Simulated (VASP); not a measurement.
# In (Fm-3m) in VASP: further runs, part 3 of 3

VASP 6.6.1.

## 4. Single point, RPBE (volume scaled by 1.08)

INCAR reads:

```
SYSTEM = In
PREC = Accurate
ENCUT = 520
EDIFF = 1E-6
ISMEAR = -1
SIGMA = 0.1
LREAL = .False.
LASPH = .True.
NELM = 60
ALGO = Normal
ISIF = 2
LWAVE = .False.
LCHARG = .False.
GGA = RP
NBANDS = 12
```

KPOINTS reads:

```
Automatic mesh
0
Gamma
  13 13 13
  0 0 0
```

POSCAR reads:

```
In
1.0
    0.0000000000      2.4954954613      2.4954954613
    2.4954954613      0.0000000000      2.4954954613
    2.4954954613      2.4954954613      0.0000000000
In
1
Direct
    0.0000000000      0.0000000000      0.0000000000
```

Potentials or basis: VASP PAW PBE potentials, release 64 (In_d).

Command:

```console
$ cat potpaw_PBE.64/In_d/POTCAR > POTCAR
$ mpirun -np 1 vasp_std > vasp.out
```

OUTCAR:

```text
SYSTEM = In
   PREC = Accurate
   ENCUT = 520
   EDIFF = 1E-6
   ISMEAR = -1
   LREAL = .False.
   LASPH = .True.
   NELM = 60
   ISIF = 2
   GGA = RP

 ion  position               nearest neighbor table
   1  0.000  0.000  0.000-

  LATTYP: Found a face centered cubic cell.
 ALAT       =     4.9909909226

  Lattice vectors:

 A1 = (   0.0000000000,   2.4954954613,   2.4954954613)
 A2 = (   2.4954954613,   0.0000000000,   2.4954954613)
 A3 = (   2.4954954613,   2.4954954613,   0.0000000000)

Analysis of symmetry for initial positions (statically):
=====================================================================
 Subroutine PRICEL returns:
 Original cell was already a primitive cell.

 Routine SETGRP: Setting up the symmetry group for a
 face centered cubic supercell.

 Subroutine GETGRP returns: Found 48 space group operations
 (whereof 48 operations were pure point group operations)
 out of a pool of 48 trial point group operations.

The static configuration has the point symmetry O_h .

Analysis of symmetry for dynamics (positions and initial velocities):
=====================================================================
 Subroutine PRICEL returns:
 Original cell was already a primitive cell.

 Routine SETGRP: Setting up the symmetry group for a
 face centered cubic supercell.

 Subroutine GETGRP returns: Found 48 space group operations
 (whereof 48 operations were pure point group operations)
 out of a pool of 48 trial point group operations.

The dynamic configuration has the point symmetry O_h .

 Subroutine INISYM returns: Found 48 space group operations
 (whereof 48 operations are pure point group operations),
 and found     1 'primitive' translations

----------------------------------------------------------------------------------------

                                     Primitive cell

  volume of cell :      31.0814

  direct lattice vectors                    reciprocal lattice vectors
     0.000000000  2.495495461  2.495495461    -0.200361014  0.200361014  0.200361014
     2.495495461  0.000000000  2.495495461     0.200361014 -0.200361014  0.200361014
     2.495495461  2.495495461  0.000000000     0.200361014  0.200361014 -0.200361014

  length of vectors
     3.529163526  3.529163526  3.529163526     0.347035455  0.347035455  0.347035455

  position of ions in fractional coordinates (direct lattice)
     0.000000000  0.000000000  0.000000000

  ion indices of the primitive-cell ions
   primitive index   ion index
                 1           1

----------------------------------------------------------------------------------------

 KPOINTS: Automatic mesh

Automatic generation of k-mesh.
 Grid dimensions read from file:
 generate k-points for:   13   13   13

 Generating k-lattice:

  Cartesian coordinates                     Fractional coordinates (reciprocal lattice)
    -0.015412386  0.015412386  0.015412386     0.076923077  0.000000000  0.000000000
     0.015412386 -0.015412386  0.015412386     0.000000000  0.076923077  0.000000000
     0.015412386  0.015412386 -0.015412386     0.000000000  0.000000000  0.076923077

  Length of vectors
     0.026695035  0.026695035  0.026695035

  Shift w.r.t. Gamma in fractional coordinates (k-lattice)
     0.000000000  0.000000000  0.000000000

 Subroutine IBZKPT returns following result:
 ===========================================

 Found     84 irreducible k-points:

 Following reciprocal coordinates:
            Coordinates               Weight
  0.000000  0.000000  0.000000      1.000000
  0.076923  0.000000  0.000000      8.000000
  0.153846  0.000000  0.000000      8.000000
  0.230769  0.000000  0.000000      8.000000
  0.307692  0.000000  0.000000      8.000000
  0.384615  0.000000  0.000000      8.000000
[... 16 lines left out ...]
  0.384615  0.153846  0.000000     24.000000
  0.461538  0.153846  0.000000     24.000000
 [... further k-points ...]
   k-points           NKPTS =     84   k-points in BZ     NKDIM =     84   number of bands    NBANDS=     12
   number of dos      NEDOS =    301   number of ions     NIONS =      1
   total plane-waves  NPLWV =  21952
   dimension x,y,z NGX =    28 NGY =   28 NGZ =   28
   dimension x,y,z NGXF=    56 NGYF=   56 NGZF=   56
   ions per type =               1
   NGX,Y,Z   is equivalent  to a cutoff of  13.19, 13.19, 13.19 a.u.
   NGXF,Y,Z  is equivalent  to a cutoff of  26.38, 26.38, 26.38 a.u.
 SYSTEM =  In
   PREC   = accura    normal or accurate (medium, high low for compatibility)
   ISTART =      0    job   : 0-new  1-cont  2-samecut
   ICHARG =      2    charge: 1-file 2-atom 10-const
   ISPIN  =      1    spin polarized calculation?
   LNONCOLLINEAR =      F non collinear calculations
   LSORBIT =      F    spin-orbit coupling
   LASPH  =      T    aspherical Exc in radial PAW
   ENCUT  =  520.0 eV  38.22 Ry    6.18 a.u.   6.56  6.56  6.56*2*pi/ulx,y,z
   NELM   =     60;   NELMIN=  2; NELMDL= -5     # of ELM steps
   EDIFF  = 0.1E-05   stopping-criterion for ELM
   LREAL  =      F    real-space projection
   EDIFFG = 0.1E-04   stopping-criterion for IOM
   NSW    =      0    number of steps for IOM
   IBRION =     -1    ionic relax: 0-MD 1-quasi-New 2-CG
   NFREE  =      0    steps in history (QN), initial steepest desc. (CG)
   ISIF   =      2    stress and relaxation
   ISYM   =      2    0-nonsym 1-usesym 2-fastsym
   POTIM  = 0.5000    time-step for ionic-motion
   TEBEG  =    0.0;   TEEND  =   0.0 temperature during run
   PSTRESS=    0.0 pullay stress
   NELECT =      13.0000    total number of electrons
   NUPDOWN=      -1.0000    fix difference up-down
   EMIN   =  10.00;   EMAX   =-10.00  energy-range for DOS
   EFERMI =   0.00;   METHOD = LEGACY
   ISMEAR =    -1;   SIGMA  =   0.10  broadening in eV -4-tet -1-fermi 0-gaus
   EFERMI_NEDOS =   21; number of points for ismear=-14 and -15
   IALGO  =     38    algorithm
   IMIX   =      4    mixing-type and parameters
     AMIX     =   0.40;   BMIX     =  1.00
     AMIX_MAG =   1.60;   BMIX_MAG =  1.00
  volume/ion in A,a.u.               =      31.08       209.75
  Fermi-wavevector in a.u.,A,eV,Ry     =   1.224304  2.313599 20.394039  1.498920
  Thomas-Fermi vector in A             =   2.359383
   LORBIT       =      0    0 simple, 1 ext, 2 COOP (PROOUT), +10 PAW based schemes
   GGA     = RP    functional components
   LHFCALC =     F    Hartree Fock is set to
   AEXX    =    0.0000 exact exchange contribution
   IVDW    =     0    specifies the selected vdW correction
   LEPSILON=     F    determine dielectric tensor
   LRPA    =     F    only Hartree local field effects (RPA)
 non-spin polarized calculation
  energy-cutoff  :      520.00
  volume of cell :       31.08
 maximum number of plane-waves:       869
   NGX = 13   NGY = 13   NGZ = 13

 number of electron      13.0000001 magnetization

 Free energy of the ion-electron system (eV)
  ---------------------------------------------------
  ext. energy  EPLUGINS =         0.00000000
  ---------------------------------------------------
  free energy    TOTEN  =        -2.19207456 eV

  energy without entropy =       -2.17353370  energy(sigma->0) =       -2.18280413

 E-fermi :   5.8737     XC(G=0):  -9.3595

 val. band max:        5.7884361933   @ k =   0.3846   0.0769   0.0000
 cond. band min:       5.8853510349   @ k =   0.4615   0.2308   0.0000
 fundamental gap:      0.0969148417
 Fermi energy:         5.8736936174

 k-point     1 :       0.0000    0.0000    0.0000
  band No.  band energies     occupation
      1      -8.7009      2.00000
      2      -8.7009      2.00000
      3      -8.7009      2.00000
      4      -8.5973      2.00000
      5      -8.5973      2.00000
      6      -2.5717      2.00000
      7      14.9854      0.00000
      8      14.9854      0.00000
      9      14.9854      0.00000
     10      16.9256      0.00000
     11      18.4824      0.00000
     12      18.4824      0.00000

 k-point     2 :       0.0769    0.0000    0.0000
  band No.  band energies     occupation
      1      -8.7013      2.00000
      2      -8.6946      2.00000
      3      -8.6946      2.00000
      4      -8.5979      2.00000
      5      -8.5979      2.00000
      6      -2.4589      2.00000
      7      13.6912      0.00000
      8      14.7963      0.00000
      9      14.7963      0.00000
     10      16.5626      0.00000
     11      18.8125      0.00000
     12      18.8125      0.00000
[... 316 lines left out ...]
 k-point    24 :       0.4615    0.1538    0.0000
  band No.  band energies     occupation
      1      -8.7280      2.00000
      2      -8.6778      2.00000
      3      -8.6483      2.00000
      4      -8.5560      2.00000
      5      -8.4972      2.00000
      6       1.0260      2.00000
      7       4.8984      1.99988
      8      10.8939      0.00000
      9      11.7923      0.00000
     10      14.3396      0.00000
     11      19.3083      0.00000
     12      19.5104      0.00000

 [... further k-points ...]
[... 5 lines left out ...]
  --------------------------------------------------------------------------------------
  -------------------------------------------------------------------------------------
  Total       -0.3705015     -0.3705015     -0.3705015      0.0000000     -0.0000000     -0.0000000
  in kB      -19.0985417    -19.0985417    -19.0985417      0.0000000     -0.0000000     -0.0000000
  external PRESSURE =     -19.0985417 kB  Pullay stress =       0.0000000 kB

 VOLUME and BASIS-vectors are now :
 -----------------------------------------------------------------------------
  energy-cutoff  :      520.00
  volume of cell :       31.08
      direct lattice vectors                 reciprocal lattice vectors
     0.000000000  2.495495461  2.495495461    -0.200361014  0.200361014  0.200361014
     2.495495461  0.000000000  2.495495461     0.200361014 -0.200361014  0.200361014
     2.495495461  2.495495461  0.000000000     0.200361014  0.200361014 -0.200361014

 POSITION                                       TOTAL-FORCE (eV/Angst)
 -----------------------------------------------------------------------------------
      0.00000      0.00000      0.00000        -0.000000      0.000000     -0.000000
 -----------------------------------------------------------------------------------
    total drift:                               -0.000000     -0.000000     -0.000000

  FREE ENERGIE OF THE ION-ELECTRON SYSTEM (eV)
  ---------------------------------------------------
  free  energy   TOTEN  =        -2.1920745613 eV

  energy  without entropy=       -2.1735336951  energy(sigma->0) =       -2.18280413
```

OSZICAR:

```text
N       E                     dE             d eps       ncg     rms          rms(c)
DAV:   1     0.792903903659E+02    0.79290E+02   -0.62624E+03  2044   0.129E+03
DAV:   2     0.192776231552E+01   -0.77363E+02   -0.75588E+02  2084   0.288E+02
DAV:   3    -0.210162339126E+01   -0.40294E+01   -0.40184E+01  2456   0.653E+01
DAV:   4    -0.219598674209E+01   -0.94363E-01   -0.94339E-01  2520   0.105E+01
DAV:   5    -0.220054858365E+01   -0.45618E-02   -0.45617E-02  2892   0.195E+00    0.152E+00
DAV:   6    -0.219241319001E+01    0.81354E-02   -0.17877E-02  2628   0.249E+00    0.811E-01
DAV:   7    -0.219185401097E+01    0.55918E-03   -0.79056E-03  2604   0.149E+00    0.180E-01
DAV:   8    -0.219205581329E+01   -0.20180E-03   -0.88856E-04  2492   0.447E-01    0.283E-02
DAV:   9    -0.219207396458E+01   -0.18151E-04   -0.30240E-05  2476   0.555E-02    0.131E-02
DAV:  10    -0.219207456133E+01   -0.59675E-06   -0.14699E-06  2240   0.128E-02
   1 F= -.21920746E+01 E0= -.21828041E+01  d E =-.185409E-01
```

stdout:

```text
POSCAR found type information on POSCAR In
 POSCAR found :  1 types and       1 ions
 scaLAPACK will be used
 -----------------------------------------------------------------------------
|                                                                             |
|                                                                             |
|     You enforced a specific xc type in the INCAR file but a different       |
|     I HOPE YOU KNOW WHAT YOU ARE DOING!                                     |
|                                                                             |
 -----------------------------------------------------------------------------

 LDA part: xc-table for (Slater+PW92), standard interpolation
 POSCAR, INCAR and KPOINTS ok, starting setup
 FFT: planning ... GRIDC
 FFT: planning ... GRID_SOFT
 FFT: planning ... GRID
 WAVECAR not read
 entering main loop
```

It took 30 s on 1 thread of Intel Xeon Platinum 8488C (Sapphire Rapids), shared host; peak memory 0.17 GiB.

What came out:

* Free energy: -2.1921 eV
* Pressure: -1.9 GPa

Levels at points of the mesh, in eV from the Fermi level:
```tsv
k point	band 3	band 4	band 5	band 6	band 7	band 8	band 9	band 10
(0.00, 0.00, 0.00)	-14.57	-14.47	-14.47	-8.45	9.11	9.11	9.11	11.05
```

Caveat: the PAW data sets were made with another functional, which shifts forces and pressure a little; spin-orbit coupling is left out, which moves the levels of the heavy elements.

## 5. Single point, RPBE (volume scaled by 1.12)

INCAR reads:

```
SYSTEM = In
PREC     = Accurate       ! precision mode
ENCUT    = 520            ! plane-wave cutoff, eV
EDIFF    = 1E-6           ! SCF threshold, eV
ISMEAR   = -1             ! smearing method
SIGMA    = 0.1            ! smearing width, eV
LREAL    = .False.        ! projectors in reciprocal space
LASPH    = .True.         ! aspherical terms in the spheres
NELM     = 100            ! most SCF steps
ALGO     = Normal         ! electronic algorithm
ISIF     = 2              ! what is computed and relaxed
LWAVE    = .False.        ! write WAVECAR
LCHARG   = .True.         ! write CHGCAR
GGA      = RP             ! functional
LELF     = .True.         ! ELF
LVHAR    = .True.       
NBANDS   = 12             ! bands
```

KPOINTS reads:

```
regular mesh
0
Gamma
  13 13 13
  0 0 0
```

POSCAR reads:

```
In
1.0
    0.0000000000      2.5259313324      2.5259313324
    2.5259313324      0.0000000000      2.5259313324
    2.5259313324      2.5259313324      0.0000000000
In
1
Direct
    0.0000000000      0.0000000000      0.0000000000
```

Command:

```console
$ cat potpaw_PBE.64/In_d/POTCAR > POTCAR
$ mpirun -np 1 vasp_std > vasp.out
```

It took 30 s on 1 thread of Intel Xeon Platinum 8488C (Sapphire Rapids), shared host; peak memory 0.17 GiB.

Results (log left out):

```
Free energy : -2.1764 eV
Pressure    : -2.5 GPa
```

Levels at points of the mesh, in eV from the Fermi level:
| k point | band 3 | band 4 | band 5 | band 6 | band 7 | band 8 | band 9 | band 10 |
| --- | --- | --- | --- | --- | --- | --- | --- | --- |
| (0.00, 0.00, 0.00) | -14.55 | -14.46 | -14.46 | -8.23 | 8.82 | 8.82 | 8.82 | 10.97 |

Caveat: the PAW data sets were made with another functional, which shifts forces and pressure a little; spin-orbit coupling is left out, which moves the levels of the heavy elements.

## 6. Summary

| cell | gap on the mesh (eV) | pressure (GPa) |
| --- | --- | --- |
| a = 3.440 Å, angles 60.0°, 1 atom | none | 0.0 |
| a = 3.485 Å, angles 60.0°, 1 atom | none | -1.1 |
| a = 3.529 Å, angles 60.0°, 1 atom | none | -1.9 |
| a = 3.572 Å, angles 60.0°, 1 atom | none | -2.5 |

Alike in all rows: task single point; level RPBE; potentials or basis VASP PAW PBE potentials, release 64 (In_d); no spin polarisation; k mesh 13 × 13 × 13; cutoff (eV) 520; smearing fermi-dirac 0.1 eV.

Caveats: the PAW data sets were made with another functional, which shifts forces and pressure a little; spin-orbit coupling is left out, which moves the levels of the heavy elements.

Total energies depend on the potentials used, so only differences within one code and one set of settings carry meaning.
